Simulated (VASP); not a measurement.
# W (Im-3m) in VASP: a series of runs, part 2 of 3

VASP 6.6.1. The steps go on from the part before.

### Step 3. Single point, PBE (volume scaled by 1.03)

Contents of INCAR:

```
ALGO     = Normal         # electronic algorithm
EDIFF    = 1E-6           # SCF threshold, eV
ENCUT    = 520            # plane-wave cutoff, eV
GGA      = PE             # functional
ISIF     = 2              # what is computed and relaxed
ISMEAR   = 0              # smearing method
LASPH    = True           # aspherical terms in the spheres
LCHARG   = False          # write CHGCAR
LREAL    = False          # projectors in reciprocal space
LWAVE    = False          # write WAVECAR
NBANDS   = 13             # bands
NELM     = 60             # most SCF steps
PREC     = Accurate       # precision mode
SIGMA    = 0.1            # smearing width, eV
```

Contents of KPOINTS:

```
k-points
0
Gamma
  18 18 18
```

Contents of POSCAR:

```
W
1.0
   -1.6075388927      1.6075388927      1.6075388927
    1.6075388927     -1.6075388927      1.6075388927
    1.6075388927      1.6075388927     -1.6075388927
W
1
Direct
    0.0000000000      0.0000000000      0.0000000000
```

Potentials or basis: VASP PAW PBE potentials, release 64 (W_sv).

The run is started by

```
cat potpaw_PBE.64/W_sv/POTCAR > POTCAR
mpirun -np 1 vasp_std > vasp.out
```

OUTCAR:

```text
EDIFF = 1E-6
   ENCUT = 520
   GGA = PE
   ISIF = 2
   ISMEAR = 0
   LASPH = True
   LREAL = False
   NELM = 60
   PREC = Accurate

 ion  position               nearest neighbor table
   1  0.000  0.000  0.000-

  LATTYP: Found a body centered cubic cell.
 ALAT       =     3.2150777854

  Lattice vectors:

 A1 = (  -1.6075388927,   1.6075388927,   1.6075388927)
 A2 = (   1.6075388927,  -1.6075388927,   1.6075388927)
 A3 = (   1.6075388927,   1.6075388927,  -1.6075388927)

Analysis of symmetry for initial positions (statically):
=====================================================================
 Subroutine PRICEL returns:
 Original cell was already a primitive cell.

 Routine SETGRP: Setting up the symmetry group for a
 body centered cubic supercell.

 Subroutine GETGRP returns: Found 48 space group operations
 (whereof 48 operations were pure point group operations)
 out of a pool of 48 trial point group operations.

The static configuration has the point symmetry O_h .

Analysis of symmetry for dynamics (positions and initial velocities):
=====================================================================
 Subroutine PRICEL returns:
 Original cell was already a primitive cell.

 Routine SETGRP: Setting up the symmetry group for a
 body centered cubic supercell.

 Subroutine GETGRP returns: Found 48 space group operations
 (whereof 48 operations were pure point group operations)
 out of a pool of 48 trial point group operations.

The dynamic configuration has the point symmetry O_h .

 Subroutine INISYM returns: Found 48 space group operations
 (whereof 48 operations are pure point group operations),
 and found     1 'primitive' translations

----------------------------------------------------------------------------------------

                                     Primitive cell

  volume of cell :      16.6167
[... 108 lines left out ...]
  volume/ion in A,a.u.               =      16.62       112.13
  Fermi-wavevector in a.u.,A,eV,Ry     =   1.546213  2.921919 32.528469  2.390775
  Thomas-Fermi vector in A             =   2.651481
   LORBIT       =      0    0 simple, 1 ext, 2 COOP (PROOUT), +10 PAW based schemes
   GGA     = PE    functional components
   LHFCALC =     F    Hartree Fock is set to
   AEXX    =    0.0000 exact exchange contribution
   IVDW    =     0    specifies the selected vdW correction
   LEPSILON=     F    determine dielectric tensor
   LRPA    =     F    only Hartree local field effects (RPA)
 non-spin polarized calculation
 Gauss-broadening in eV      SIGMA  =   0.10
  energy-cutoff  :      520.00
  volume of cell :       16.62
 maximum number of plane-waves:       468
 NGX is ok and might be reduce to    24
   NGX = 11   NGY = 11   NGZ = 11

 number of electron      14.0000000 magnetization

 Free energy of the ion-electron system (eV)
  ---------------------------------------------------
  ext. energy  EPLUGINS =         0.00000000
  ---------------------------------------------------
  free energy    TOTEN  =       -12.93966998 eV

  energy without entropy =      -12.93586944  energy(sigma->0) =      -12.93776971

 E-fermi :  10.7723     XC(G=0): -13.3749

 val. band max:       10.7683934013   @ k =  -0.2778   0.3333   0.2222
 cond. band min:      10.7870509563   @ k =   0.5000   0.5000   0.2222
 fundamental gap:      0.0186575551
 Fermi energy:        10.7722865077

 k-point     1 :       0.0000    0.0000    0.0000
  band No.  band energies     occupation
      1     -63.4695      2.00000
      2     -27.0961      2.00000
      3     -27.0961      2.00000
      4     -27.0961      2.00000
      5       1.3992      2.00000
      6       9.6227      2.00000
      7       9.6227      2.00000
      8       9.6227      2.00000
      9      12.9251      0.00000
     10      12.9251      0.00000
     11      25.1802      0.00000
     12      25.1802      0.00000
     13      25.1802      0.00000
[... 354 lines left out ...]
  band No.  band energies     occupation
      1     -63.3608      2.00000
      2     -28.1287      2.00000
      3     -27.4861      2.00000
      4     -27.1495      2.00000
      5       5.2059      2.00000
      6       7.5670      2.00000
      7      10.1254      2.00000
      8      12.6855      0.00000
      9      13.9204      0.00000
     10      16.7942      0.00000
     11      21.0341      0.00000
     12      23.0997      0.00000
     13      26.8995      0.00000

 [... further k-points ...]
[... 5 lines left out ...]
  --------------------------------------------------------------------------------------
  -------------------------------------------------------------------------------------
  Total       -0.8368379     -0.8368379     -0.8368379     -0.0000000     -0.0000000      0.0000000
  in kB      -80.6877268    -80.6877268    -80.6877268     -0.0000000     -0.0000000      0.0000000
  external PRESSURE =     -80.6877268 kB  Pullay stress =       0.0000000 kB

 VOLUME and BASIS-vectors are now :
 -----------------------------------------------------------------------------
  energy-cutoff  :      520.00
  volume of cell :       16.62
      direct lattice vectors                 reciprocal lattice vectors
    -1.607538893  1.607538893  1.607538893     0.000000000  0.311034465  0.311034465
     1.607538893 -1.607538893  1.607538893     0.311034465  0.000000000  0.311034465
     1.607538893  1.607538893 -1.607538893     0.311034465  0.311034465  0.000000000

 POSITION                                       TOTAL-FORCE (eV/Angst)
 -----------------------------------------------------------------------------------
      0.00000      0.00000      0.00000        -0.000000      0.000000      0.000000
 -----------------------------------------------------------------------------------
    total drift:                               -0.000000     -0.000000      0.000000

  FREE ENERGIE OF THE ION-ELECTRON SYSTEM (eV)
  ---------------------------------------------------
  free  energy   TOTEN  =       -12.9396699764 eV

  energy  without entropy=      -12.9358694362  energy(sigma->0) =      -12.93776971
```

stdout:

```text
POSCAR found type information on POSCAR W
 POSCAR found :  1 types and       1 ions
 scaLAPACK will be used
 LDA part: xc-table for (Slater+PW92), standard interpolation
 POSCAR, INCAR and KPOINTS ok, starting setup
 FFT: planning ... GRIDC
 FFT: planning ... GRID_SOFT
 FFT: planning ... GRID
 WAVECAR not read
 entering main loop
```

Run time: 24 s. Hardware: 1 thread of AMD EPYC 9R45 (Zen 5), shared host; peak memory 0.14 GiB.

What came out:

| Quantity | Value |
| --- | --- |
| Free energy | -12.9397 eV |
| Pressure | -8.1 GPa |
| Band gap on the k mesh | zero (band 7 reaches 15.61 eV, above the bottom of band 8 at 9.62 eV) |

Caveat: spin-orbit coupling is left out, which moves the levels of the heavy elements.

[end of part 2 of 3]
